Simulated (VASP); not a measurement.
# In2S (P-3m1) in VASP: single point with PBE

Aim: the single point of In2S with PBE.

All numbers are computed with VASP 6.6.1; they aren't measurements. Logs are shortened: lines on timing, memory, paths and dates and some standing lists are left out, and cuts for length are marked.

## (1) The cell of the first run

It takes space group P-3m1 (No. 164, trigonal). Conventional cell: a = 4.044 Å, b = 4.044 Å, c = 5.677 Å, α = 90.00°, β = 90.00°, γ = 120.00°. Within 3.8 Å of In (site symmetry 3m) lie 3 S at 2.87 Å and 3 In at 3.31 Å. Within 3.8 Å of S (site symmetry -3m) lie 6 In at 2.87 Å.

## (2) Single point, PBE

POSCAR reads:

```
In2S
1.0
    4.0438502746      0.0000000000      0.0000000000
   -2.0219251373      3.5020770669      0.0000000000
    0.0000000000      0.0000000000      5.6774960699
In S
2 1
Direct
    0.3333333333      0.6666666667      0.2934955802
    0.6666666667      0.3333333333      0.7065044198
    0.0000000000      0.0000000000      0.0000000000
```

INCAR.step1 reads:

```
SYSTEM = In2S
ALGO = Normal
EDIFF = 1E-6
ENCUT = 520
GGA = PE
ISIF = 2
ISMEAR = 0
LASPH = .True.
LCHARG = .True.
LREAL = .False.
LWAVE = .False.
NBANDS = 23
NELM = 100
PREC = Accurate
SIGMA = 0.1
```

KPOINTS.step1 reads:

```
k-points
0
Gamma
  12 12 6
  0 0 0
```

INCAR.step2 reads:

```
SYSTEM = In2S
ALGO = Normal
EDIFF = 1E-6
ENCUT = 520
GGA = PE
ICHARG = 11
ISIF = 2
ISMEAR = -5
LASPH = .True.
LCHARG = .False.
LORBIT = 10
LREAL = .False.
LWAVE = .False.
NBANDS = 23
NEDOS = 1001
NELM = 100
PREC = Accurate
SIGMA = 0.1
```

KPOINTS.step2 reads:

```
k-points
0
Gamma
  18 18 9
  0 0 0
```

Potentials or basis: VASP PAW PBE potentials, release 64 (In_d, S).

The run is started by

```
$ cat potpaw_PBE.64/In_d/POTCAR potpaw_PBE.64/S/POTCAR > POTCAR
$ cp INCAR.step1 INCAR
$ cp KPOINTS.step1 KPOINTS
$ mpirun -np 1 vasp_std > vasp.out
$ cp INCAR.step2 INCAR
$ cp KPOINTS.step2 KPOINTS
$ mpirun -np 1 vasp_std > vasp.out
```

OUTCAR:

```text
SYSTEM = In2S
   EDIFF = 1E-6
   ENCUT = 520
   GGA = PE
   ICHARG = 11
   ISIF = 2
   ISMEAR = -5
   LASPH = .True.
   LORBIT = 10
   LREAL = .False.
   NELM = 100
   PREC = Accurate

 ion  position               nearest neighbor table
   1  0.333  0.667  0.293-   3 2.87   3 2.87   3 2.87   2 3.31   2 3.31   2 3.31
   2  0.667  0.333  0.707-   3 2.87   3 2.87   3 2.87   1 3.31   1 3.31   1 3.31
   3  0.000  0.000  0.000-   1 2.87   2 2.87   1 2.87   2 2.87   2 2.87   1 2.87

  LATTYP: Found a hexagonal cell.
 ALAT       =     4.0438502746
 C/A-ratio  =     1.4039827601

  Lattice vectors:

 A1 = (   4.0438502746,   0.0000000000,   0.0000000000)
 A2 = (  -2.0219251373,   3.5020770669,   0.0000000000)
 A3 = (   0.0000000000,   0.0000000000,   5.6774960699)

Analysis of symmetry for initial positions (statically):
=====================================================================
 Subroutine PRICEL returns:
 Original cell was already a primitive cell.

 Routine SETGRP: Setting up the symmetry group for a
 hexagonal supercell.

 Subroutine GETGRP returns: Found 12 space group operations
 (whereof 12 operations were pure point group operations)
 out of a pool of 24 trial point group operations.

The static configuration has the point symmetry D_3d.

Analysis of symmetry for dynamics (positions and initial velocities):
=====================================================================
 Subroutine PRICEL returns:
 Original cell was already a primitive cell.

 Routine SETGRP: Setting up the symmetry group for a
 hexagonal supercell.

 Subroutine GETGRP returns: Found 12 space group operations
 (whereof 12 operations were pure point group operations)
 out of a pool of 24 trial point group operations.

The dynamic configuration has the point symmetry D_3d.

 Subroutine INISYM returns: Found 12 space group operations
 (whereof 12 operations are pure point group operations),
 and found     1 'primitive' translations

----------------------------------------------------------------------------------------

                                     Primitive cell

  volume of cell :      80.4040

  direct lattice vectors                    reciprocal lattice vectors
     4.043850275  0.000000000  0.000000000     0.247289077  0.142772415  0.000000000
    -2.021925137  3.502077067  0.000000000     0.000000000  0.285544830  0.000000000
     0.000000000  0.000000000  5.677496070     0.000000000  0.000000000  0.176133984

  length of vectors
     4.043850275  4.043850275  5.677496070     0.285544830  0.285544830  0.176133984

  position of ions in fractional coordinates (direct lattice)
     0.333333333  0.666666667  0.293495580
     0.666666667  0.333333333  0.706504420
     0.000000000  0.000000000  0.000000000

  ion indices of the primitive-cell ions
   primitive index   ion index
                 1           1
                 2           2
                 3           3

----------------------------------------------------------------------------------------

 KPOINTS: k-points

Automatic generation of k-mesh.
 Grid dimensions read from file:
 generate k-points for:   18   18    9

 Generating k-lattice:

  Cartesian coordinates                     Fractional coordinates (reciprocal lattice)
     0.013738282  0.007931801  0.000000000     0.055555556 -0.000000000  0.000000000
     0.000000000  0.015863602  0.000000000     0.000000000  0.055555556  0.000000000
     0.000000000  0.000000000  0.019570443     0.000000000  0.000000000  0.111111111

  Length of vectors
     0.015863602  0.015863602  0.019570443

  Shift w.r.t. Gamma in fractional coordinates (k-lattice)
     0.000000000  0.000000000  0.000000000

 TETIRR: Found   4263 inequivalent tetrahedra from    17496

 Subroutine IBZKPT returns following result:
 ===========================================

 Found    293 irreducible k-points:

 Following reciprocal coordinates:
            Coordinates               Weight
  0.000000  0.000000  0.000000      1.000000
  0.055556  0.000000  0.000000      6.000000
  0.111111  0.000000  0.000000      6.000000
  0.166667  0.000000  0.000000      6.000000
  0.222222  0.000000  0.000000      6.000000
  0.277778  0.000000  0.000000      6.000000
[... 16 lines left out ...]
  0.333333  0.111111  0.000000     12.000000
  0.388889  0.111111  0.000000     12.000000
 [... further k-points ...]
   k-points           NKPTS =    293   k-points in BZ     NKDIM =    293   number of bands    NBANDS=     23
   number of dos      NEDOS =   1001   number of ions     NIONS =      3
   total plane-waves  NPLWV =  37800
   dimension x,y,z NGX =    30 NGY =   30 NGZ =   42
   dimension x,y,z NGXF=    60 NGYF=   60 NGZF=   84
   ions per type =               2   1
   NGX,Y,Z   is equivalent  to a cutoff of  12.33, 12.33, 12.30 a.u.
   NGXF,Y,Z  is equivalent  to a cutoff of  24.67, 24.67, 24.60 a.u.
 SYSTEM =  In2S
   PREC   = accura    normal or accurate (medium, high low for compatibility)
   ISTART =      0    job   : 0-new  1-cont  2-samecut
   ICHARG =     11    charge: 1-file 2-atom 10-const
   ISPIN  =      1    spin polarized calculation?
   LNONCOLLINEAR =      F non collinear calculations
   LSORBIT =      F    spin-orbit coupling
   LASPH  =      T    aspherical Exc in radial PAW
   ENCUT  =  520.0 eV  38.22 Ry    6.18 a.u.   7.52  7.52 10.56*2*pi/ulx,y,z
   NELM   =    100;   NELMIN=  2; NELMDL=  0     # of ELM steps
   EDIFF  = 0.1E-05   stopping-criterion for ELM
   LREAL  =      F    real-space projection
   EDIFFG = 0.1E-04   stopping-criterion for IOM
   NSW    =      0    number of steps for IOM
   IBRION =     -1    ionic relax: 0-MD 1-quasi-New 2-CG
   NFREE  =      0    steps in history (QN), initial steepest desc. (CG)
   ISIF   =      2    stress and relaxation
   ISYM   =      2    0-nonsym 1-usesym 2-fastsym
   POTIM  = 0.5000    time-step for ionic-motion
   TEBEG  =    0.0;   TEEND  =   0.0 temperature during run
   PSTRESS=    0.0 pullay stress
   NELECT =      32.0000    total number of electrons
   NUPDOWN=      -1.0000    fix difference up-down
   EMIN   =  10.00;   EMAX   =-10.00  energy-range for DOS
   EFERMI =   0.00;   METHOD = LEGACY
   ISMEAR =    -5;   SIGMA  =   0.10  broadening in eV -4-tet -1-fermi 0-gaus
   EFERMI_NEDOS =   21; number of points for ismear=-14 and -15
   IALGO  =     38    algorithm
   IMIX   =      4    mixing-type and parameters
     AMIX     =   0.40;   BMIX     =  1.00
     AMIX_MAG =   1.60;   BMIX_MAG =  1.00
  volume/ion in A,a.u.               =      26.80       180.86
  Fermi-wavevector in a.u.,A,eV,Ry     =   1.204201  2.275610 19.729806  1.450100
  Thomas-Fermi vector in A             =   2.339933
   LORBIT       =     10    0 simple, 1 ext, 2 COOP (PROOUT), +10 PAW based schemes
   GGA     = PE    functional components
   LHFCALC =     F    Hartree Fock is set to
   AEXX    =    0.0000 exact exchange contribution
   IVDW    =     0    specifies the selected vdW correction
   LEPSILON=     F    determine dielectric tensor
   LRPA    =     F    only Hartree local field effects (RPA)
 non-spin polarized calculation
 Fermi weights with tetrahedron method with Bloechl corrections
  energy-cutoff  :      520.00
  volume of cell :       80.40
 maximum number of plane-waves:      2191

 number of electron      32.0000005 magnetization

 Free energy of the ion-electron system (eV)
  ---------------------------------------------------
  ext. energy  EPLUGINS =         0.00000000
  ---------------------------------------------------
  free energy    TOTEN  =       -10.12006723 eV

  energy without entropy =      -10.12006723  energy(sigma->0) =      -10.12006723

 E-fermi :   6.0655     XC(G=0):  -9.4958

 val. band max:        6.1154680435   @ k =  -0.0556   0.3333   0.3333
 cond. band min:       6.0257823437   @ k =   0.0000   0.3889   0.2222
 fundamental gap:     -0.0896856998
 Fermi energy:         6.0655498492

 k-point     1 :       0.0000    0.0000    0.0000
  band No.  band energies     occupation
      1      -8.7269      2.00000
      2      -8.7269      2.00000
      3      -8.6726      2.00000
      4      -8.6607      2.00000
      5      -8.6607      2.00000
      6      -8.5763      2.00000
[... 15 lines left out ...]
     22      12.7311      0.00000
     23      14.1029      0.00000

 k-point     2 :       0.0556    0.0000    0.0000
  band No.  band energies     occupation
      1      -8.7279      2.00000
      2      -8.7270      2.00000
      3      -8.6706      2.00000
      4      -8.6623      2.00000
      5      -8.6583      2.00000
      6      -8.5772      2.00000
[... 15 lines left out ...]
     22      12.8353      0.00000
     23      13.7153      0.00000

 k-point     3 :       0.1111    0.0000    0.0000
  band No.  band energies     occupation
      1      -8.7326      2.00000
      2      -8.7275      2.00000
      3      -8.6710      2.00000
      4      -8.6615      2.00000
      5      -8.6517      2.00000
      6      -8.5824      2.00000
[... 15 lines left out ...]
     22      12.8585      0.00000
     23      13.0415      0.00000

 k-point     4 :       0.1667    0.0000    0.0000
  band No.  band energies     occupation
      1      -8.7467      2.00000
      2      -8.7288      2.00000
      3      -8.6777      2.00000
      4      -8.6543      2.00000
      5      -8.6416      2.00000
      6      -8.5974      2.00000
[... 15 lines left out ...]
     22      12.2580      0.00000
     23      12.6374      0.00000

 k-point     5 :       0.2222    0.0000    0.0000
  band No.  band energies     occupation
      1      -8.7757      2.00000
      2      -8.7310      2.00000
      3      -8.6832      2.00000
      4      -8.6509      2.00000
      5      -8.6291      2.00000
      6      -8.6076      2.00000
[... 15 lines left out ...]
     22      11.5930      0.00000
     23      12.2754      0.00000

 k-point     6 :       0.2778    0.0000    0.0000
  band No.  band energies     occupation
      1      -8.8146      2.00000
      2      -8.7342      2.00000
      3      -8.6873      2.00000
      4      -8.6532      2.00000
      5      -8.6156      2.00000
      6      -8.6025      2.00000
[... 15 lines left out ...]
     22      11.1388      0.00000
     23      11.9747      0.00000

 k-point     7 :       0.3333    0.0000    0.0000
  band No.  band energies     occupation
      1      -8.8529      2.00000
      2      -8.7376      2.00000
      3      -8.6916      2.00000
      4      -8.6550      2.00000
      5      -8.6023      2.00000
      6      -8.5909      2.00000
[... 353 lines left out ...]
     22      12.1841      0.00000
     23      12.7169      0.00000

 k-point    21 :       0.2222    0.1111    0.0000
  band No.  band energies     occupation
      1      -8.8334      2.00000
      2      -8.7303      2.00000
      3      -8.6835      2.00000
      4      -8.6519      2.00000
      5      -8.6139      2.00000
      6      -8.5912      2.00000
[... 15 lines left out ...]
     22      11.9866      0.00000
     23      12.6697      0.00000

 k-point    22 :       0.2778    0.1111    0.0000
  band No.  band energies     occupation
      1      -8.8714      2.00000
      2      -8.7297      2.00000
      3      -8.6848      2.00000
      4      -8.6508      2.00000
      5      -8.6112      2.00000
      6      -8.5761      2.00000
[... 15 lines left out ...]
     22      11.8550      0.00000
     23      12.6263      0.00000

 k-point    23 :       0.3333    0.1111    0.0000
  band No.  band energies     occupation
      1      -8.9016      2.00000
      2      -8.7298      2.00000
      3      -8.6852      2.00000
      4      -8.6513      2.00000
      5      -8.6053      2.00000
      6      -8.5724      2.00000
[... 15 lines left out ...]
     22      11.8612      0.00000
     23      12.5766      0.00000

 k-point    24 :       0.3889    0.1111    0.0000
  band No.  band energies     occupation
      1      -8.9208      2.00000
      2      -8.7303      2.00000
      3      -8.6852      2.00000
      4      -8.6520      2.00000
      5      -8.5994      2.00000
      6      -8.5751      2.00000
[... 15 lines left out ...]
     22      12.2194      0.00000
     23      12.5346      0.00000

 [... further k-points ...]
[... 5 lines left out ...]
  --------------------------------------------------------------------------------------
  -------------------------------------------------------------------------------------
  Total        0.3227021      0.3227021      0.1105513      0.0000000      0.0000000      0.0000000
  in kB        6.4303526      6.4303526      2.2029097      0.0000000      0.0000000      0.0000000
  external PRESSURE =       5.0212049 kB  Pullay stress =       0.0000000 kB

 VOLUME and BASIS-vectors are now :
 -----------------------------------------------------------------------------
  energy-cutoff  :      520.00
  volume of cell :       80.40
      direct lattice vectors                 reciprocal lattice vectors
     4.043850275  0.000000000  0.000000000     0.247289077  0.142772415  0.000000000
    -2.021925137  3.502077067  0.000000000     0.000000000  0.285544830  0.000000000
     0.000000000  0.000000000  5.677496070     0.000000000  0.000000000  0.176133984

 POSITION                                       TOTAL-FORCE (eV/Angst)
 -----------------------------------------------------------------------------------
     -0.00000      2.33472      1.66632        -0.000000      0.000000     -0.014627
      2.02193      1.16736      4.01118         0.000000     -0.000000      0.014627
      0.00000      0.00000      0.00000        -0.000000      0.000000      0.000000
 -----------------------------------------------------------------------------------
    total drift:                               -0.000000      0.000000     -0.000000

  FREE ENERGIE OF THE ION-ELECTRON SYSTEM (eV)
  ---------------------------------------------------
  free  energy   TOTEN  =       -10.1200672255 eV

  energy  without entropy=      -10.1200672255  energy(sigma->0) =      -10.12006723

 total charge

# of ion       s       p       d       tot
------------------------------------------
    1        1.039   0.378   9.859  11.276
    2        1.039   0.378   9.859  11.276
    3        1.363   2.306   0.000   3.670
--------------------------------------------------
tot          3.441   3.062  19.718  26.222
```

Run time: 3.3 min. Hardware: 1 thread of Intel Xeon 6975P-C (Granite Rapids), shared host; peak memory 0.53 GiB.

Results:

```yaml
Valence_electrons_inside_the_program's_atomic_spheres: In 11.28; S 3.67
```

Caveat: spin-orbit coupling is left out, which moves the levels of the heavy elements; tetrahedron occupations give inexact forces and stress in metals.
